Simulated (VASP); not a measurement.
# HfN (I-4m2) in VASP: a series of runs

Runs on HfN. Level: PBEsol. Tasks: single point.

All numbers are computed with VASP 6.6.1; they aren't measurements. Logs are shortened: lines on timing, memory, paths and dates and some standing lists are left out, and cuts for length are marked.

### 1 The cell of the first run

The structure is tetragonal, space group I-4m2 (No. 119). The conventional cell has a = 3.558 Å, b = 3.558 Å, c = 4.787 Å, α = 90.00°, β = 90.00°, γ = 90.00°. Within 2.8 Å of Hf (site symmetry -4m2) lie 4 N at 2.14 Å. N (site symmetry -4m2) has 4 Hf at 2.14 Å within 2.8 Å.

### 2 Single point, PBEsol (strain +0.025 along x and y, -0.025 along z)

File INCAR:

```
PREC = Accurate
ENCUT = 520
EDIFF = 1E-6
ISMEAR = 0
SIGMA = 0.15
LREAL = F
LASPH = T
NELM = 60
ALGO = Normal
ISIF = 2
LWAVE = F
LCHARG = T
GGA = PS
LELF = T
LVHAR = T
NBANDS = 14
```

File KPOINTS:

```
Automatic mesh
0
Gamma
  16 16 16
```

File POSCAR:

```
HfN
1.0
    0.0000000000      2.5161925500      2.3934514500
    2.5161925500      0.0000000000      2.3934514500
    2.5161925500      2.5161925500      0.0000000000
Hf N
1 1
Direct
    0.0000000000      0.0000000000      0.0000000000
    0.7500000000      0.7500000000      0.7500000000
```

Potentials or basis: VASP PAW PBE potentials, release 64 (Hf_pv, N).

Launch:

```
cat potpaw_PBE.64/Hf_pv/POTCAR potpaw_PBE.64/N/POTCAR > POTCAR
mpirun -np 1 vasp_std > vasp.out
```

OUTCAR:

```text
PREC = Accurate
   ENCUT = 520
   EDIFF = 1E-6
   ISMEAR = 0
   LREAL = F
   LASPH = T
   NELM = 60
   ISIF = 2
   GGA = PS

 ion  position               nearest neighbor table
   1  0.000  0.000  0.000-   2 2.14   2 2.14   2 2.14   2 2.14
   2  0.750  0.750  0.750-   1 2.14   1 2.14   1 2.14   1 2.14

  LATTYP: Found a body centered tetragonal cell.
 ALAT       =     3.5584336298
 C/A-ratio  =     1.3452275349

  Lattice vectors:

 A1 = (   0.0000000000,  -2.5161925500,  -2.3934514500)
 A2 = (   0.0000000000,   2.5161925500,  -2.3934514500)
 A3 = (   2.5161925500,   0.0000000000,   2.3934514500)

Analysis of symmetry for initial positions (statically):
=====================================================================
 Subroutine PRICEL returns:
 Original cell was already a primitive cell.

 Routine SETGRP: Setting up the symmetry group for a
 body centered tetragonal supercell.

 Subroutine GETGRP returns: Found  8 space group operations
 (whereof  8 operations were pure point group operations)
 out of a pool of 16 trial point group operations.

The static configuration has the point symmetry D_2d.

Analysis of symmetry for dynamics (positions and initial velocities):
=====================================================================
 Subroutine PRICEL returns:
 Original cell was already a primitive cell.

 Routine SETGRP: Setting up the symmetry group for a
 body centered tetragonal supercell.

 Subroutine GETGRP returns: Found  8 space group operations
 (whereof  8 operations were pure point group operations)
 out of a pool of 16 trial point group operations.

The dynamic configuration has the point symmetry D_2d.

 Subroutine INISYM returns: Found  8 space group operations
 (whereof  8 operations are pure point group operations),
 and found     1 'primitive' translations

----------------------------------------------------------------------------------------

                                     Primitive cell

  volume of cell :      30.3070

  direct lattice vectors                    reciprocal lattice vectors
     0.000000000  2.516192550  2.393451450    -0.198712932  0.198712932  0.208903339
     2.516192550  0.000000000  2.393451450     0.198712932 -0.198712932  0.208903339
     2.516192550  2.516192550  0.000000000     0.198712932  0.198712932 -0.208903339

  length of vectors
     3.472727284  3.472727284  3.558433630     0.350163196  0.350163196  0.350163196

  position of ions in fractional coordinates (direct lattice)
     0.000000000  0.000000000  0.000000000
     0.750000000  0.750000000  0.750000000

  ion indices of the primitive-cell ions
   primitive index   ion index
                 1           1
                 2           2

----------------------------------------------------------------------------------------

 KPOINTS: Automatic mesh

Automatic generation of k-mesh.
 Grid dimensions read from file:
 generate k-points for:   16   16   16

 Generating k-lattice:

  Cartesian coordinates                     Fractional coordinates (reciprocal lattice)
    -0.012419558  0.012419558  0.013056459     0.062500000  0.000000000  0.000000000
     0.012419558 -0.012419558  0.013056459     0.000000000  0.062500000  0.000000000
     0.012419558  0.012419558 -0.013056459    -0.000000000 -0.000000000  0.062500000

  Length of vectors
     0.021885200  0.021885200  0.021885200

  Shift w.r.t. Gamma in fractional coordinates (k-lattice)
     0.000000000  0.000000000  0.000000000

 Subroutine IBZKPT returns following result:
 ===========================================

 Found    349 irreducible k-points:

 Following reciprocal coordinates:
            Coordinates               Weight
  0.000000  0.000000  0.000000      1.000000
  0.062500  0.000000  0.000000      8.000000
  0.125000  0.000000  0.000000      8.000000
  0.187500  0.000000  0.000000      8.000000
  0.250000  0.000000  0.000000      8.000000
  0.312500 -0.000000  0.000000      8.000000
[... 16 lines left out ...]
 -0.125000  0.062500  0.000000      8.000000
 -0.062500  0.062500  0.000000      4.000000
 [... further k-points ...]
   k-points           NKPTS =    349   k-points in BZ     NKDIM =    349   number of bands    NBANDS=     14
   number of dos      NEDOS =    301   number of ions     NIONS =      2
   total plane-waves  NPLWV =  21952
   dimension x,y,z NGX =    28 NGY =   28 NGZ =   28
   dimension x,y,z NGXF=    56 NGYF=   56 NGZF=   56
   ions per type =               1   1
   NGX,Y,Z   is equivalent  to a cutoff of  13.40, 13.40, 13.08 a.u.
   NGXF,Y,Z  is equivalent  to a cutoff of  26.81, 26.81, 26.16 a.u.
 SYSTEM =  unknown system
   PREC   = accura    normal or accurate (medium, high low for compatibility)
   ISTART =      0    job   : 0-new  1-cont  2-samecut
   ICHARG =      2    charge: 1-file 2-atom 10-const
   ISPIN  =      1    spin polarized calculation?
   LNONCOLLINEAR =      F non collinear calculations
   LSORBIT =      F    spin-orbit coupling
   LASPH  =      T    aspherical Exc in radial PAW
   ENCUT  =  520.0 eV  38.22 Ry    6.18 a.u.   6.46  6.46  6.62*2*pi/ulx,y,z
   NELM   =     60;   NELMIN=  2; NELMDL= -5     # of ELM steps
   EDIFF  = 0.1E-05   stopping-criterion for ELM
   LREAL  =      F    real-space projection
[... 7 lines left out ...]
   TEBEG  =    0.0;   TEEND  =   0.0 temperature during run
   PSTRESS=    0.0 pullay stress
   NELECT =      15.0000    total number of electrons
   NUPDOWN=      -1.0000    fix difference up-down
   EMIN   =  10.00;   EMAX   =-10.00  energy-range for DOS
   EFERMI =   0.00;   METHOD = LEGACY
   ISMEAR =     0;   SIGMA  =   0.15  broadening in eV -4-tet -1-fermi 0-gaus
   EFERMI_NEDOS =   21; number of points for ismear=-14 and -15
   IALGO  =     38    algorithm
   IMIX   =      4    mixing-type and parameters
     AMIX     =   0.40;   BMIX     =  1.00
     AMIX_MAG =   1.60;   BMIX_MAG =  1.00
  volume/ion in A,a.u.               =      15.15       102.26
  Fermi-wavevector in a.u.,A,eV,Ry     =   1.294964  2.447128 22.816052  1.676933
  Thomas-Fermi vector in A             =   2.426514
   LORBIT       =      0    0 simple, 1 ext, 2 COOP (PROOUT), +10 PAW based schemes
   GGA     = PS    functional components
   LHFCALC =     F    Hartree Fock is set to
   AEXX    =    0.0000 exact exchange contribution
   IVDW    =     0    specifies the selected vdW correction
   LEPSILON=     F    determine dielectric tensor
   LRPA    =     F    only Hartree local field effects (RPA)
 non-spin polarized calculation
 Gauss-broadening in eV      SIGMA  =   0.15
  energy-cutoff  :      520.00
  volume of cell :       30.31
 maximum number of plane-waves:       841
 NGX is ok and might be reduce to    28
   NGX = 13   NGY = 13   NGZ = 13

 number of electron      14.9999999 magnetization

 Free energy of the ion-electron system (eV)
  ---------------------------------------------------
  ext. energy  EPLUGINS =         0.00000000
  ---------------------------------------------------
  free energy    TOTEN  =       -22.19742351 eV

  energy without entropy =      -22.18973228  energy(sigma->0) =      -22.19357790

 E-fermi :   5.4268     XC(G=0): -11.2842

 val. band max:        5.4266567612   @ k =  -0.3125   0.2500   0.1250
 cond. band min:       5.4463748503   @ k =   0.2500   0.2500   0.0000
 fundamental gap:      0.0197180892
 Fermi energy:         5.4268419811

 k-point     1 :       0.0000    0.0000    0.0000
  band No.  band energies     occupation
      1     -25.7339      2.00000
      2     -25.7221      2.00000
      3     -25.7221      2.00000
      4     -10.5522      2.00000
      5       0.0552      2.00000
      6       0.0552      2.00000
      7       0.1838      2.00000
      8       4.6229      2.00000
      9       7.2584      0.00000
     10       7.8624      0.00000
     11      11.5790      0.00000
     12      11.5790      0.00000
     13      12.3346      0.00000
     14      17.6146      0.00000

 k-point     2 :       0.0625    0.0000    0.0000
  band No.  band energies     occupation
      1     -25.7459      2.00000
      2     -25.7290      2.00000
      3     -25.7247      2.00000
      4     -10.5072      2.00000
      5      -0.0170      2.00000
      6       0.0809      2.00000
      7       0.1885      2.00000
      8       4.8413      2.00000
      9       7.2037      0.00000
     10       7.7852      0.00000
     11      11.5434      0.00000
     12      11.6784      0.00000
     13      12.3448      0.00000
     14      17.5895      0.00000

 k-point     3 :       0.1250    0.0000    0.0000
  band No.  band energies     occupation
      1     -25.7925      2.00000
      2     -25.7356      2.00000
      3     -25.7323      2.00000
      4     -10.3806      2.00000
      5      -0.2250      2.00000
      6       0.1516      2.00000
      7       0.2602      2.00000
      8       5.4059      1.15644
      9       7.0855      0.00000
     10       7.6093      0.00000
     11      11.3625      0.00000
     12      11.9030      0.00000
     13      12.4133      0.00000
     14      16.4163      0.00000
[... 324 lines left out ...]
 k-point    23 :      -0.1250    0.0625    0.0000
  band No.  band energies     occupation
      1     -25.8134      2.00000
      2     -25.7552      2.00000
      3     -25.7333      2.00000
      4     -10.2906      2.00000
      5      -0.3498      2.00000
      6       0.1875      2.00000
      7       0.3674      2.00000
      8       5.7641      0.00148
      9       6.8070      0.00000
     10       7.6208      0.00000
     11      11.1918      0.00000
     12      12.1523      0.00000
     13      12.3630      0.00000
     14      16.0805      0.00000

 k-point    24 :      -0.0625    0.0625    0.0000
  band No.  band energies     occupation
      1     -25.7606      2.00000
      2     -25.7455      2.00000
      3     -25.7265      2.00000
      4     -10.4360      2.00000
      5      -0.1618      2.00000
      6       0.1120      2.00000
      7       0.2759      2.00000
      8       5.1574      1.98893
      9       7.0053      0.00000
     10       7.7478      0.00000
     11      11.4314      0.00000
     12      11.8943      0.00000
     13      12.3465      0.00000
     14      17.1308      0.00000

 [... further k-points ...]
[... 5 lines left out ...]
  --------------------------------------------------------------------------------------
  -------------------------------------------------------------------------------------
  Total       -2.3770603     -2.3770603     -1.0571520      0.0000000      0.0000000      0.0000000
  in kB     -125.6632878   -125.6632878    -55.8863390      0.0000000      0.0000000      0.0000000
  external PRESSURE =    -102.4043049 kB  Pullay stress =       0.0000000 kB

 VOLUME and BASIS-vectors are now :
 -----------------------------------------------------------------------------
  energy-cutoff  :      520.00
  volume of cell :       30.31
      direct lattice vectors                 reciprocal lattice vectors
     0.000000000  2.516192550  2.393451450    -0.198712932  0.198712932  0.208903339
     2.516192550  0.000000000  2.393451450     0.198712932 -0.198712932  0.208903339
     2.516192550  2.516192550  0.000000000     0.198712932  0.198712932 -0.208903339

 POSITION                                       TOTAL-FORCE (eV/Angst)
 -----------------------------------------------------------------------------------
      0.00000      0.00000      0.00000        -0.000000     -0.000000      0.000000
      3.77429      3.77429      3.59018         0.000000      0.000000     -0.000000
 -----------------------------------------------------------------------------------
    total drift:                                0.000000      0.000000      0.000000

  FREE ENERGIE OF THE ION-ELECTRON SYSTEM (eV)
  ---------------------------------------------------
  free  energy   TOTEN  =       -22.1974235135 eV

  energy  without entropy=      -22.1897322788  energy(sigma->0) =      -22.19357790
```

Wall time 65 s (1 thread of Intel Xeon 6975P-C (Granite Rapids), shared host); peak memory 0.28 GiB.

What came out:

* Free energy: -22.1974 eV
* Pressure: -10.2 GPa

Stress tensor (GPa, compression positive):
```
-12.57   0.00   0.00
  0.00 -12.57   0.00
  0.00   0.00  -5.59
```

Caveat: the cell differs from its parent crystal (strain +0.025 along x and y, -0.025 along z); the PAW data sets were made with another functional, which shifts forces and pressure a little; spin-orbit coupling is left out, which moves the levels of the heavy elements.

### 3 Single point, PBEsol (strain +0.050 along x and y, -0.050 along z)

File INCAR:

```
PREC     = Accurate       # precision mode
ENCUT    = 520            # plane-wave cutoff, eV
EDIFF    = 1E-6           # SCF threshold, eV
ISMEAR   = 0              # smearing method
SIGMA    = 0.15           # smearing width, eV
LREAL    = False          # projectors in reciprocal space
LASPH    = True           # aspherical terms in the spheres
NELM     = 60             # most SCF steps
ALGO     = Normal         # electronic algorithm
ISIF     = 2              # what is computed and relaxed
LWAVE    = False          # write WAVECAR
LCHARG   = True           # write CHGCAR
GGA      = PS             # functional
LELF     = True           # ELF
LVHAR    = True         
NBANDS   = 14             # bands
```

KPOINTS is that of step 2.

File POSCAR:

```
HfN
1.0
    0.0000000000      2.5775631000      2.3320809000
    2.5775631000      0.0000000000      2.3320809000
    2.5775631000      2.5775631000      0.0000000000
Hf N
1 1
Direct
    0.0000000000      0.0000000000      0.0000000000
    0.7500000000      0.7500000000      0.7500000000
```

Potentials or basis: VASP PAW PBE potentials, release 64 (Hf_pv, N).

Launch:

```
cat potpaw_PBE.64/Hf_pv/POTCAR potpaw_PBE.64/N/POTCAR > POTCAR
mpirun -np 1 vasp_std > vasp.out
```

Run time: 63 s. Hardware: 1 thread of Intel Xeon 6975P-C (Granite Rapids), shared host; peak memory 0.28 GiB.

The run converged. Its results:

| Item | Value |
| --- | --- |
| Free energy | -22.0819 eV |
| Pressure | -14.1 GPa |

Stress tensor (GPa, compression positive):
```
-18.43   0.00   0.00
  0.00 -18.43   0.00
  0.00   0.00  -5.55
```

Levels at points of the mesh, in eV from the Fermi level:
```
           k point  band 6  band 7  band 8  band 9  band 10  band 11
(0.00, 0.00, 0.00)   -5.28   -5.04   -0.90    1.47     2.60     5.71
(0.50, 0.00, 0.00)   -4.92   -4.45    1.38    2.56     2.58     3.71
(0.50, 0.50, 0.00)   -3.73   -3.73   -0.70    2.04     3.73     4.33
(0.50, 0.00, 0.50)   -3.64   -3.32   -1.30    1.64     3.96     4.32
```

Caveat: the cell differs from its parent crystal (strain +0.050 along x and y, -0.050 along z); the PAW data sets were made with another functional, which shifts forces and pressure a little; spin-orbit coupling is left out, which moves the levels of the heavy elements.

### 4 Single point, PBEsol (strain +0.050 along x and y, -0.025 along z)

File INCAR:

```
SYSTEM = HfN
PREC = Accurate
ENCUT = 520
EDIFF = 1E-6
ISMEAR = 0
SIGMA = 0.15
LREAL = .FALSE.
LASPH = .TRUE.
NELM = 80
ALGO = Normal
ISIF = 2
LWAVE = .FALSE.
LCHARG = .FALSE.
GGA = PS
NBANDS = 14
```

File KPOINTS:

```
Automatic mesh
0
G
  16 16 16
  0 0 0
```

File POSCAR:

```
HfN
1.0
    0.0000000000      2.5775631000      2.3934514500
    2.5775631000      0.0000000000      2.3934514500
    2.5775631000      2.5775631000      0.0000000000
Hf N
1 1
Direct
    0.0000000000      0.0000000000      0.0000000000
    0.7500000000      0.7500000000      0.7500000000
```

Launch:

```
cat potpaw_PBE.64/Hf_pv/POTCAR potpaw_PBE.64/N/POTCAR > POTCAR
mpirun -np 1 vasp_std > vasp.out
```

Run time: 60 s. Hardware: 1 thread of Intel Xeon 6975P-C (Granite Rapids), shared host; peak memory 0.28 GiB.

Results (log left out):

```yaml
Free_energy: -22.0404 eV
Pressure: -17.6 GPa
```

Stress tensor (GPa, compression positive):
```
-20.88   0.00   0.00
  0.00 -20.88   0.00
  0.00   0.00 -10.90
```

Levels at points of the mesh, in eV from the Fermi level:
| k point | band 6 | band 7 | band 8 | band 9 | band 10 | band 11 |
| --- | --- | --- | --- | --- | --- | --- |
| (0.00, 0.00, 0.00) | -5.16 | -4.98 | -0.93 | 1.59 | 2.41 | 5.72 |
| (0.50, 0.00, 0.00) | -4.76 | -4.42 | 1.36 | 2.48 | 2.49 | 3.72 |
| (0.50, 0.50, 0.00) | -3.65 | -3.65 | -0.80 | 1.98 | 3.61 | 4.22 |
| (0.50, 0.00, 0.50) | -3.57 | -3.34 | -1.23 | 1.72 | 3.76 | 4.19 |

Caveat: the cell differs from its parent crystal (strain +0.050 along x and y, -0.025 along z); the PAW data sets were made with another functional, which shifts forces and pressure a little; spin-orbit coupling is left out, which moves the levels of the heavy elements.

### 5 Overview

```csv
cell,gap on the mesh (eV),pressure (GPa)
"a = 3.473, b = 3.473, c = 3.558 Å, angles 59.2, 59.2, 61.6°, 2 atoms",none,-10.2
"a = 3.476, b = 3.476, c = 3.645 Å, angles 58.4, 58.4, 63.2°, 2 atoms",none,-14.1
"a = 3.517, b = 3.517, c = 3.645 Å, angles 58.8, 58.8, 62.4°, 2 atoms",none,-17.6
```

Alike in all rows: task single point; level PBEsol; potentials or basis VASP PAW PBE potentials, release 64 (Hf_pv, N); no spin polarisation; k mesh 16 × 16 × 16; cutoff (eV) 520; smearing gaussian 0.15 eV.

Caveats: the PAW data sets were made with another functional, which shifts forces and pressure a little; spin-orbit coupling is left out, which moves the levels of the heavy elements.

Total energies depend on the potentials used, so only differences within one code and one set of settings carry meaning.
